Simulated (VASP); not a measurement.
# B (R-3m) in VASP: notebook, part 2 of 2

VASP 6.6.1.

### Step 3. Relaxation of cell and atoms, PBEsol

Contents of INCAR:

```
SYSTEM = B
PREC = Accurate ; ENCUT = 600
EDIFF = 1E-6 ; ISMEAR = -1
SIGMA = 0.01 ; LREAL = .FALSE.
LASPH = .TRUE. ; NELM = 80
ALGO = Normal ; ISIF = 3
LWAVE = .FALSE. ; LCHARG = .FALSE.
GGA = PS ; IBRION = 2
NSW = 80 ; EDIFFG = -0.01
```

Contents of KPOINTS:

```
regular mesh
0
G
  7 7 7
  0 0 0
```

Contents of POSCAR:

```
B
1.0
    2.4540000000      1.4168175606      4.1890000000
   -2.4540000000      1.4168175606      4.1890000000
    0.0000000000     -2.8336351212      4.1890000000
B
12
Direct
    0.0104000000      0.6573000000      0.0104000000
    0.0104000000      0.0104000000      0.6573000000
    0.6573000000      0.0104000000      0.0104000000
    0.9896000000      0.3427000000      0.9896000000
    0.3427000000      0.9896000000      0.9896000000
    0.9896000000      0.9896000000      0.3427000000
    0.2206000000      0.6323000000      0.2206000000
    0.2206000000      0.2206000000      0.6323000000
    0.6323000000      0.2206000000      0.2206000000
    0.7794000000      0.3677000000      0.7794000000
    0.3677000000      0.7794000000      0.7794000000
    0.7794000000      0.7794000000      0.3677000000
```

Potentials or basis: VASP PAW PBE potentials, release 64 (B).

The run is started by

```sh
cat potpaw_PBE.64/B/POTCAR > POTCAR
mpirun -np 1 vasp_std > vasp.out
```

OUTCAR:

```text
SYSTEM = B
   PREC = Accurate
   ENCUT = 600
   EDIFF = 1E-6
   ISMEAR = -1
   LREAL = .FALSE.
   LASPH = .TRUE.
   NELM = 80
   ISIF = 3
   GGA = PS
   IBRION = 2
   NSW = 80
   EDIFFG = -0.01

 ion  position               nearest neighbor table
   1  0.010  0.657  0.010-   4 1.71   3 1.73   2 1.73   7 1.79  12 1.79  11 1.79
   2  0.010  0.010  0.657-   6 1.71   3 1.73   1 1.73   8 1.79  10 1.79  11 1.79
   3  0.657  0.010  0.010-   5 1.71   1 1.73   2 1.73   9 1.79  12 1.79  10 1.79
   4  0.990  0.343  0.990-   1 1.71   5 1.73   6 1.73  10 1.79   8 1.79   9 1.79
   5  0.343  0.990  0.990-   3 1.71   4 1.73   6 1.73  11 1.79   8 1.79   7 1.79
   6  0.990  0.990  0.343-   2 1.71   4 1.73   5 1.73  12 1.79   9 1.79   7 1.79
   7  0.221  0.632  0.221-  12 1.78  11 1.78   1 1.79   6 1.79   5 1.79   9 2.02   8 2.02
   8  0.221  0.221  0.632-  10 1.78  11 1.78   2 1.79   4 1.79   5 1.79   7 2.02   9 2.02
   9  0.632  0.221  0.221-  12 1.78  10 1.78   3 1.79   6 1.79   4 1.79   7 2.02   8 2.02
  10  0.779  0.368  0.779-   8 1.78   9 1.78   4 1.79   2 1.79   3 1.79  11 2.02  12 2.02
  11  0.368  0.779  0.779-   8 1.78   7 1.78   5 1.79   2 1.79   1 1.79  10 2.02  12 2.02
  12  0.779  0.779  0.368-   7 1.78   9 1.78   6 1.79   3 1.79   1 1.79  10 2.02  11 2.02

  LATTYP: Found a trigonal (rhomboedric) cell.
 ALAT       =     5.0573915213
 COS(alpha) =     0.5291029604

  Lattice vectors:

 A1 = (   2.4540000000,   1.4168175606,   4.1890000000)
 A2 = (  -2.4540000000,   1.4168175606,   4.1890000000)
 A3 = (   0.0000000000,  -2.8336351212,   4.1890000000)

Analysis of symmetry for initial positions (statically):
=====================================================================
 Subroutine PRICEL returns:
 Original cell was already a primitive cell.

 Routine SETGRP: Setting up the symmetry group for a
 trigonal (rhombohedral) supercell.

 Subroutine GETGRP returns: Found 12 space group operations
 (whereof 12 operations were pure point group operations)
 out of a pool of 12 trial point group operations.

The static configuration has the point symmetry D_3d.

Analysis of symmetry for dynamics (positions and initial velocities):
=====================================================================
 Subroutine PRICEL returns:
 Original cell was already a primitive cell.

 Routine SETGRP: Setting up the symmetry group for a
 trigonal (rhombohedral) supercell.

 Subroutine GETGRP returns: Found 12 space group operations
 (whereof 12 operations were pure point group operations)
 out of a pool of 12 trial point group operations.

The dynamic configuration has the point symmetry D_3d.

 Subroutine INISYM returns: Found 12 space group operations
 (whereof 12 operations are pure point group operations),
 and found     1 'primitive' translations

----------------------------------------------------------------------------------------

                                     Primitive cell

  volume of cell :      87.3877

  direct lattice vectors                    reciprocal lattice vectors
     2.454000000  1.416817561  4.189000000     0.203748981  0.117634529  0.079573486
    -2.454000000  1.416817561  4.189000000    -0.203748981  0.117634529  0.079573486
     0.000000000 -2.833635121  4.189000000     0.000000000 -0.235269058  0.079573486

  length of vectors
     5.057391521  5.057391521  5.057391521     0.248361570  0.248361570  0.248361570

  position of ions in fractional coordinates (direct lattice)
     0.010400000  0.657300000  0.010400000
[... 82 lines left out ...]
   total plane-waves  NPLWV =  64000
   dimension x,y,z NGX =    40 NGY =   40 NGZ =   40
   dimension x,y,z NGXF=    80 NGYF=   80 NGZF=   80
   ions per type =              12
   NGX,Y,Z   is equivalent  to a cutoff of  13.15, 13.15, 13.15 a.u.
   NGXF,Y,Z  is equivalent  to a cutoff of  26.30, 26.30, 26.30 a.u.
 SYSTEM =  B
   PREC   = accura    normal or accurate (medium, high low for compatibility)
   ISTART =      0    job   : 0-new  1-cont  2-samecut
   ICHARG =      2    charge: 1-file 2-atom 10-const
   ISPIN  =      1    spin polarized calculation?
   LNONCOLLINEAR =      F non collinear calculations
   LSORBIT =      F    spin-orbit coupling
   LASPH  =      T    aspherical Exc in radial PAW
   ENCUT  =  600.0 eV  44.10 Ry    6.64 a.u.  10.10 10.10 10.10*2*pi/ulx,y,z
   NELM   =     80;   NELMIN=  2; NELMDL= -5     # of ELM steps
   EDIFF  = 0.1E-05   stopping-criterion for ELM
   LREAL  =      F    real-space projection
   EDIFFG = -.1E-01   stopping-criterion for IOM
   NSW    =     80    number of steps for IOM
   IBRION =      2    ionic relax: 0-MD 1-quasi-New 2-CG
   NFREE  =      1    steps in history (QN), initial steepest desc. (CG)
   ISIF   =      3    stress and relaxation
   ISYM   =      2    0-nonsym 1-usesym 2-fastsym
   POTIM  = 0.5000    time-step for ionic-motion
   TEBEG  =    0.0;   TEEND  =   0.0 temperature during run
   PSTRESS=    0.0 pullay stress
   NELECT =      36.0000    total number of electrons
   NUPDOWN=      -1.0000    fix difference up-down
   EMIN   =  10.00;   EMAX   =-10.00  energy-range for DOS
   EFERMI =   0.00;   METHOD = LEGACY
   ISMEAR =    -1;   SIGMA  =   0.01  broadening in eV -4-tet -1-fermi 0-gaus
   EFERMI_NEDOS =   21; number of points for ismear=-14 and -15
   IALGO  =     38    algorithm
   IMIX   =      4    mixing-type and parameters
     AMIX     =   0.40;   BMIX     =  1.00
     AMIX_MAG =   1.60;   BMIX_MAG =  1.00
  volume/ion in A,a.u.               =       7.28        49.14
  Fermi-wavevector in a.u.,A,eV,Ry     =   1.218126  2.301925 20.188754  1.483832
  Thomas-Fermi vector in A             =   2.353423
   LORBIT       =      0    0 simple, 1 ext, 2 COOP (PROOUT), +10 PAW based schemes
   GGA     = PS    functional components
   LHFCALC =     F    Hartree Fock is set to
   AEXX    =    0.0000 exact exchange contribution
   IVDW    =     0    specifies the selected vdW correction
   LEPSILON=     F    determine dielectric tensor
   LRPA    =     F    only Hartree local field effects (RPA)
 conjugate gradient relaxation of ions
 non-spin polarized calculation
  energy-cutoff  :      600.00
  volume of cell :       87.39
 maximum number of plane-waves:      2941
   NGX = 21   NGY = 21   NGZ = 21

--------------------------------------- Ionic step        1  -------------------------------------------

 number of electron      36.0000000 magnetization

 Free energy of the ion-electron system (eV)
  ---------------------------------------------------
  ext. energy  EPLUGINS =         0.00000000
  ---------------------------------------------------
  free energy    TOTEN  =       -84.42195161 eV

  energy without entropy =      -84.42195161  energy(sigma->0) =      -84.42195161

------------------------ aborting loop because EDIFF is reached ----------------------------------------

  FORCE on cell =-STRESS in cart. coord.  units (eV):
  Direction    XX          YY          ZZ          XY          YZ          ZX
  --------------------------------------------------------------------------------------
  -------------------------------------------------------------------------------------
  Total       -1.1777095     -1.1777095     -1.9954090      0.0000000      0.0000000      0.0000000
  in kB      -21.5922883    -21.5922883    -36.5841023      0.0000000      0.0000000      0.0000000
  external PRESSURE =     -26.5895597 kB  Pullay stress =       0.0000000 kB
[... 309 lines left out ...]
--------------------------------------- Ionic step        8  -------------------------------------------

 number of electron      36.0000000 magnetization

 Free energy of the ion-electron system (eV)
  ---------------------------------------------------
  ext. energy  EPLUGINS =         0.00000000
  ---------------------------------------------------
  free energy    TOTEN  =       -84.48428165 eV

  energy without entropy =      -84.48428165  energy(sigma->0) =      -84.48428165

 E-fermi :   6.2212     XC(G=0): -11.7139

 val. band max:        6.0249415451   @ k =   0.4286   0.4286   0.4286
 cond. band min:       7.3732010197   @ k =   0.0000   0.0000   0.0000
 fundamental gap:      1.3482594747
 Fermi energy:         6.2212330410

 k-point     1 :       0.0000    0.0000    0.0000
  band No.  band energies     occupation
      1     -10.2871      2.00000
      2      -4.4706      2.00000
      3      -4.2150      2.00000
      4      -4.2150      2.00000
      5      -3.2587      2.00000
      6      -2.5680      2.00000
[... 661 lines left out ...]
     24      11.9542      0.00000
     25      12.4852      0.00000

 [... further k-points ...]

------------------------ aborting loop because EDIFF is reached ----------------------------------------

  FORCE on cell =-STRESS in cart. coord.  units (eV):
  Direction    XX          YY          ZZ          XY          YZ          ZX
  --------------------------------------------------------------------------------------
  -------------------------------------------------------------------------------------
  Total        0.0003842      0.0003842      0.0311875      0.0000000      0.0000000      0.0000000
  in kB        0.0071669      0.0071669      0.5817629      0.0000000      0.0000000      0.0000000
  external PRESSURE =       0.1986989 kB  Pullay stress =       0.0000000 kB
[... 27 lines left out ...]
  FREE ENERGIE OF THE ION-ELECTRON SYSTEM (eV)
  ---------------------------------------------------
  free  energy   TOTEN  =       -84.4842816473 eV

  energy  without entropy=      -84.4842816473  energy(sigma->0) =      -84.48428165

 reached required accuracy - stopping structural energy minimisation
```

Run time: 6.5 min. Hardware: 1 thread of Intel Xeon Platinum 8488C (Sapphire Rapids), shared host; peak memory 0.27 GiB.

What came out:

| Quantity | Value |
| --- | --- |
| Free energy | -84.4843 eV |
| Relaxed volume | 7.16 Å³/atom |
| Relaxed cell | a = 5.030 Å, b = 5.030 Å, c = 5.030 Å, α = 58.01°, β = 58.01°, γ = 58.01° |
| Space group after relaxing (to 0.05 Å) | R-3m (No. 166) |
| Energy gained by relaxing | 5.2 meV/atom |
| Ionic steps | 8 |
| Pressure after relaxing | 0.0 GPa |
| Largest force after relaxing | 0.005 eV/Å |
| Band gap on the k mesh | 1.35 eV, indirect (least direct gap 1.67 eV) |

Forces on the atoms (eV/Å):
```
B   -0.004  0.002 -0.001
B    0.000 -0.005 -0.001
B    0.004  0.002 -0.001
B    0.004 -0.002  0.001
B   -0.004 -0.002  0.001
B    0.000  0.005  0.001
B    0.002 -0.001  0.000
B    0.000  0.002  0.000
B   -0.002 -0.001  0.000
B   -0.002  0.001  0.000
B    0.002  0.001  0.000
B    0.000 -0.002  0.000
```

The path:
```
step  energy change (eV)  largest force (eV/Å)  pressure (GPa)  volume (Å³)
   1              0.0000                0.8312           -2.66        87.39
   2              0.0354                1.3812           -0.12        85.87
   3             -0.0550                0.1053           -1.76        86.70
   4             -0.0613                0.0774            0.65        85.72
   5             -0.0617                0.0497            0.16        85.91
   6             -0.0623                0.0177           -0.06        85.91
   7             -0.0623                0.0136           -0.04        85.91
   8             -0.0623                0.0050            0.02        85.89
```

Final structure:
```
B
1.0
     2.43900    1.40816    4.16805
    -2.43900    1.40816    4.16805
     0.00000   -2.81631    4.16805
B
12
Direct
  0.01066 0.65371 0.01066
  0.01066 0.01066 0.65371
  0.65371 0.01066 0.01066
  0.98934 0.34629 0.98934
  0.34629 0.98934 0.98934
  0.98934 0.98934 0.34629
  0.22168 0.62966 0.22168
  0.22168 0.22168 0.62966
  0.62966 0.22168 0.22168
  0.77832 0.37034 0.77832
  0.37034 0.77832 0.77832
  0.77832 0.77832 0.37034
```

Caveat: the PAW data sets were made with another functional, which shifts forces and pressure a little. A k mesh can miss the band edges.
